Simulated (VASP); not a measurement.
# Si16H7O in VASP: single point with PBEsol

Aim: the single point of Si16H7O with PBEsol.

All numbers are computed with VASP 6.6.1; they aren't measurements. Logs are shortened: lines on timing, memory, paths and dates and some standing lists are left out, and cuts for length are marked.

## 1. The cell of the first run

The cell holds a slab with vacuum, 24 atoms: a = 7.679 Å, b = 7.679 Å, c = 17.869 Å, α = 90.00°, β = 90.00°, γ = 60.00°.

## 2. Single point, PBEsol, collinear spin

Contents of INCAR:

```
SYSTEM = Si16H7O
  PREC = Accurate
  ENCUT = 520
  EDIFF = 1E-6
  ISMEAR = -1
  SIGMA = 0.02
  LREAL = .FALSE.
  LASPH = .TRUE.
  NELM = 200
  ALGO = Normal
  ISIF = 2
  LWAVE = .FALSE.
  LCHARG = .FALSE.
  ISPIN = 2
  MAGMOM = 0 0 0 0 0 0 0 0 0 0 0 0 0 0 0 0 0 0 0 0.23 0 0 0 0
  LORBIT = 11
  GGA = PS
  NBANDS = 60
  GGA_COMPAT = .FALSE.
  NELMDL = -8
```

Contents of KPOINTS:

```
regular mesh
0
G
  2 2 1
  0 0 0
```

Contents of POSCAR:

```
Si16H7O
1.0
    7.6791800000      0.0000000000      0.0000000000
    3.8395900000      6.6503650000      0.0000000000
    0.0000000000      0.0000000000     17.8687650000
H Si O
7 16 1
Direct
    0.1666668792      0.1666675438      0.0559635767
    0.6666681814      0.1666675438      0.0559635767
    0.1666662146      0.6666701752      0.0559635767
    0.6666675168      0.6666701752      0.0559635767
    0.4690433081     -0.0401782459      0.4380213182
    0.0027204251      0.4703651604      0.4396162801
    0.5661295578      0.6040721073      0.4434777669
    0.1666668792      0.1666675438      0.1399089417
    0.6666681814      0.1666675438      0.1399089417
    0.1666662146      0.6666701752      0.1399089417
    0.6666675168      0.6666701752      0.1399089417
   -0.1675484190      0.3356958603      0.1807007927
    0.3519219084      0.3308239473      0.1824244709
   -0.1671923258      0.8285259531      0.1846070503
    0.3253219106      0.8320144834      0.1814115301
   -0.1696552248      0.3416804942      0.3112022571
    0.3262232422      0.3072914043      0.3164516406
   -0.1928526152      0.8461189724      0.3172743052
    0.3125753231      0.8261501436      0.3083257293
   -0.0130980456      0.0140593787      0.3519885118
    0.4875728038     -0.0330658543      0.3532588850
   -0.0096496805      0.5082578174      0.3517758502
    0.5326845078      0.5214149900      0.3693540096
    0.4589928063      0.3601456461      0.3842683028
```

Potentials or basis: VASP PAW PBE potentials, release 64 (H, Si, O).

Launch:

```
cat potpaw_PBE.64/H/POTCAR potpaw_PBE.64/Si/POTCAR potpaw_PBE.64/O/POTCAR > POTCAR
mpirun -np 1 vasp_std > vasp.out
```

OUTCAR:

```text
SYSTEM = Si16H7O
   PREC = Accurate
   ENCUT = 520
   EDIFF = 1E-6
   ISMEAR = -1
   LREAL = .FALSE.
   LASPH = .TRUE.
   NELM = 200
   ISIF = 2
   ISPIN = 2
   LORBIT = 11
   GGA = PS
   NELMDL = -8

 ion  position               nearest neighbor table
   1  0.167  0.167  0.056-   8 1.50
   2  0.667  0.167  0.056-   9 1.50
   3  0.167  0.667  0.056-  10 1.50
   4  0.667  0.667  0.056-  11 1.50
   5  0.469  0.960  0.438-  21 1.52
   6  0.003  0.470  0.440-  22 1.59
   7  0.566  0.604  0.443-  23 1.54
   8  0.167  0.167  0.140-   1 1.50  12 2.34  15 2.35  13 2.45
   9  0.667  0.167  0.140-   2 1.50  13 2.23  12 2.34  14 2.39
  10  0.167  0.667  0.140-   3 1.50  15 2.28  14 2.36  13 2.36
  11  0.667  0.667  0.140-   4 1.50  12 2.32  14 2.32  15 2.39
  12  0.832  0.336  0.181-  11 2.32  16 2.33   8 2.34   9 2.34
  13  0.352  0.331  0.182-   9 2.23  10 2.36  17 2.42   8 2.45
  14  0.833  0.829  0.185-  11 2.32  10 2.36  18 2.38   9 2.39
  15  0.325  0.832  0.181-  19 2.27  10 2.28   8 2.35  11 2.39
  16  0.830  0.342  0.311-  23 2.25  22 2.29  20 2.30  12 2.33
  17  0.326  0.307  0.316-  24 1.76  22 2.33  21 2.36  13 2.42  23 2.95
  18  0.807  0.846  0.317-  21 2.24  22 2.33  14 2.38  20 2.39
  19  0.313  0.826  0.308-  21 2.25  15 2.27  20 2.31  23 2.36
  20  0.987  0.014  0.352-  16 2.30  19 2.31  18 2.39
  21  0.488  0.967  0.353-   5 1.52  18 2.24  19 2.25  17 2.36
  22  0.990  0.508  0.352-   6 1.59  16 2.29  18 2.33  17 2.33
  23  0.533  0.521  0.369-   7 1.54  24 1.62  16 2.25  19 2.36  17 2.95
  24  0.459  0.360  0.384-  23 1.62  17 1.76

  LATTYP: Found a hexagonal cell.
 ALAT       =     7.6791800344
 C/A-ratio  =     2.3269105451

  Lattice vectors:

 A1 = (  -3.8395900000,  -6.6503650000,   0.0000000000)
 A2 = (   7.6791800000,   0.0000000000,   0.0000000000)
 A3 = (   0.0000000000,   0.0000000000,  17.8687650000)

Analysis of symmetry for initial positions (statically):
=====================================================================
 Subroutine PRICEL returns:
 Original cell was already a primitive cell.

 Routine SETGRP: Setting up the symmetry group for a
 hexagonal supercell.

 Subroutine GETGRP returns: Found  1 space group operations
 (whereof  1 operations were pure point group operations)
 out of a pool of 24 trial point group operations.

The static configuration has the point symmetry C_1 .

Analysis of symmetry for dynamics (positions and initial velocities):
=====================================================================
 Subroutine PRICEL returns:
 Original cell was already a primitive cell.

 Routine SETGRP: Setting up the symmetry group for a
 hexagonal supercell.
[... 185 lines left out ...]
  ---------------------------------------------------
  free energy    TOTEN  =      -119.43970628 eV

  energy without entropy =     -119.43970626  energy(sigma->0) =     -119.43970627

 E-fermi :  -0.8555     XC(G=0):  -4.4115

 val. band max:       -1.1939121268   @ k =   0.0000   0.5000   0.0000
 cond. band min:      -0.5354871498   @ k =   0.0000   0.0000   0.0000
 fundamental gap:      0.6584249771
 Fermi energy:        -0.8555081678

 spin component 1

 k-point     1 :       0.0000    0.0000    0.0000
  band No.  band energies     occupation
      1     -20.9161      1.00000
      2     -12.4240      1.00000
      3     -11.2937      1.00000
      4     -10.8010      1.00000
      5     -10.4430      1.00000
      6     -10.0821      1.00000
[... 201 lines left out ...]
     49       2.6316      0.00000
     50       2.7441      0.00000
 Fermi energy:        -0.8555081678

 spin component 2

 k-point     1 :       0.0000    0.0000    0.0000
  band No.  band energies     occupation
      1     -20.9140      1.00000
      2     -12.3769      1.00000
      3     -11.2508      1.00000
      4     -10.7865      1.00000
      5     -10.4078      1.00000
      6     -10.0493      1.00000
[... 201 lines left out ...]
     49       2.7077      0.00000
     50       2.7731      0.00000
 [bands above 50 left out]

------------------------ aborting loop because EDIFF is reached ----------------------------------------

  FORCE on cell =-STRESS in cart. coord.  units (eV):
  Direction    XX          YY          ZZ          XY          YZ          ZX
  --------------------------------------------------------------------------------------
  -------------------------------------------------------------------------------------
  Total       10.3540304      5.3585977     -1.7310248      0.4705286      1.6557014     -2.2494882
  in kB       18.1787976      9.4082071     -3.0391980      0.8261173      2.9069511     -3.9494757
  external PRESSURE =       8.1826022 kB  Pullay stress =       0.0000000 kB

 VOLUME and BASIS-vectors are now :
 -----------------------------------------------------------------------------
  energy-cutoff  :      520.00
  volume of cell :      912.55
      direct lattice vectors                 reciprocal lattice vectors
     7.679180000  0.000000000  0.000000000     0.130222237 -0.075183843  0.000000000
     3.839590000  6.650365000  0.000000000     0.000000000  0.150367687  0.000000000
     0.000000000  0.000000000 17.868765000     0.000000000  0.000000000  0.055963577

 POSITION                                       TOTAL-FORCE (eV/Angst)
 -----------------------------------------------------------------------------------
      1.91980      1.10840      1.00000         0.052571      0.019475     -0.118333
      5.75940      1.10840      1.00000        -0.014557     -0.035992     -0.130203
      3.83960      4.43360      1.00000        -0.131407     -0.005361     -0.120895
      7.67920      4.43360      1.00000         0.013521      0.045202     -0.143582
      7.28719      6.38316      7.82690         0.208745      0.122432     -0.273183
      1.82690      3.12810      7.85540         0.049911      0.345440     -1.008845
[... 16 lines left out ...]
      6.09260      3.46760      6.59990         0.113124      1.360125      0.549664
      4.90750      2.39510      6.86640        -1.612705     -0.638865     -0.764588
 -----------------------------------------------------------------------------------
    total drift:                                0.000165      0.000206      0.000557

  FREE ENERGIE OF THE ION-ELECTRON SYSTEM (eV)
  ---------------------------------------------------
  free  energy   TOTEN  =      -119.4397062781 eV

  energy  without entropy=     -119.4397062582  energy(sigma->0) =     -119.43970627

 total charge

# of ion       s       p       d       tot
------------------------------------------
    1        0.548   0.013   0.000   0.561
    2        0.548   0.013   0.000   0.562
    3        0.548   0.013   0.000   0.562
    4        0.548   0.013   0.000   0.561
    5        0.536   0.013   0.000   0.549
    6        0.513   0.010   0.000   0.523
[... 16 lines left out ...]
   23        0.734   0.974   0.000   1.708
   24        1.566   3.555   0.000   5.120
--------------------------------------------------
tot         17.254  19.114   0.000  36.367

 magnetization (x)

# of ion       s       p       d       tot
------------------------------------------
    1        0.001   0.000   0.000   0.001
    2        0.001  -0.000   0.000   0.001
    3        0.001  -0.000   0.000   0.001
    4        0.007   0.000   0.000   0.007
    5        0.000   0.000   0.000   0.000
    6       -0.000   0.000   0.000  -0.000
[... 16 lines left out ...]
   23        0.000   0.000   0.000   0.001
   24        0.000   0.001   0.000   0.001
--------------------------------------------------
tot          0.063   0.275   0.000   0.338
```

OSZICAR:

```text
N       E                     dE             d eps       ncg     rms          rms(c)
DAV:   1     0.374398789434E+03    0.37440E+03   -0.25273E+04   960   0.944E+02
DAV:   2    -0.712923097280E+02   -0.44569E+03   -0.42508E+03  1280   0.182E+02
[... 22 lines left out ...]
DAV:  25    -0.119439633800E+03   -0.10896E-03   -0.93219E-06  1156   0.944E-03    0.203E-03
DAV:  26    -0.119439686768E+03   -0.52968E-04   -0.31357E-06  1048   0.447E-03    0.975E-04
DAV:  27    -0.119439697625E+03   -0.10857E-04   -0.32554E-07   960   0.154E-03    0.653E-04
DAV:  28    -0.119439703903E+03   -0.62780E-05   -0.23070E-07   836   0.103E-03    0.564E-04
DAV:  29    -0.119439705913E+03   -0.20093E-05   -0.74975E-08   888   0.590E-04    0.440E-04
DAV:  30    -0.119439706278E+03   -0.36535E-06   -0.25336E-08   800   0.539E-04
   1 F= -.11943971E+03 E0= -.11943971E+03  d E =-.198918E-07  mag=     1.0000
```

It took 20 min on 1 thread of Oxide Virtual Turin-like, shared host; peak memory 1.5 GiB.

Results:

* Free energy: -119.4397 eV
* Largest force: 1.896 eV/Å
* Band gap on the k mesh: 0.66 eV (least direct gap 0.67 eV)
* Net moment: 1.00 μB per cell
* Site moments: H +0.00, +0.01, -0.00 (each value once); Si -0.00, +0.03, +0.02, +0.00, +0.23 (each value once); O +0.00 μB
* Valence electrons inside the program's atomic spheres: H 0.56, 0.55, 0.52 (each value once); Si 1.70, 1.74, 1.72, 1.71, 1.69, 1.73, 1.76, 1.62, 1.75, 1.66 (each value once); O 5.12

Forces on the atoms (eV/Å):
```
H    0.053  0.019 -0.118
H   -0.015 -0.036 -0.130
H   -0.131 -0.005 -0.121
H    0.014  0.045 -0.144
H    0.209  0.122 -0.273
H    0.050  0.345 -1.009
H   -0.246 -0.361 -0.387
Si   0.472  0.145  0.424
Si   1.020 -0.878 -0.222
Si  -0.374 -0.351  0.093
Si  -0.463  0.182  0.062
Si  -0.045 -0.161 -0.014
Si  -1.546  0.494  0.715
Si   0.107  0.451  0.000
Si   0.753  0.159 -0.617
Si   0.585 -0.195 -0.741
Si   0.708  0.096  0.811
Si   1.541 -0.457 -0.438
Si  -0.448 -0.791  0.165
Si  -0.683 -0.399  0.092
Si  -0.559  1.265  0.773
Si   0.499 -0.413  1.296
Si   0.113  1.360  0.550
O   -1.613 -0.639 -0.765
```

Levels at points of the mesh, in eV from the valence-band top:
Spin up:
| k point | band 35 | band 36 | band 37 | band 38 | band 39 | band 40 | band 41 | band 42 | band 43 | band 44 |
| --- | --- | --- | --- | --- | --- | --- | --- | --- | --- | --- |
| (0.00, 0.00, 0.00) | -0.95 | -0.63 | -0.22 | -0.14 | -0.04 | 1.15 | 1.33 | 1.62 | 1.95 | 2.10 |
| (0.50, 0.00, 0.00) | -1.54 | -1.10 | -0.89 | -0.62 | -0.03 | 1.80 | 2.09 | 2.38 | 2.66 | 3.07 |
| (0.50, 0.50, 0.00) | -1.32 | -1.20 | -0.81 | -0.12 | -0.01 | 1.72 | 1.84 | 1.96 | 2.58 | 2.83 |
| (0.00, 0.50, 0.00) | -1.54 | -1.21 | -1.02 | -0.74 | 0.00 | 1.72 | 2.07 | 2.42 | 2.58 | 2.91 |
Spin down:
```csv
k point,band 35,band 36,band 37,band 38,band 39,band 40,band 41,band 42
"(0.00, 0.00, 0.00)",-0.87,-0.60,-0.19,-0.02,0.66,1.21,1.43,1.64
"(0.50, 0.00, 0.00)",-1.50,-1.08,-0.87,-0.59,0.83,1.88,2.12,2.41
"(0.50, 0.50, 0.00)",-1.31,-1.19,-0.78,-0.10,0.83,1.76,1.92,2.00
"(0.00, 0.50, 0.00)",-1.52,-1.19,-1.01,-0.70,0.85,1.82,2.09,2.45
```

Caveat: the k points lie up to 0.47 Å⁻¹ apart; there is no dipole correction, which matters where the two faces differ; the PAW data sets were made with another functional, which shifts forces and pressure a little.
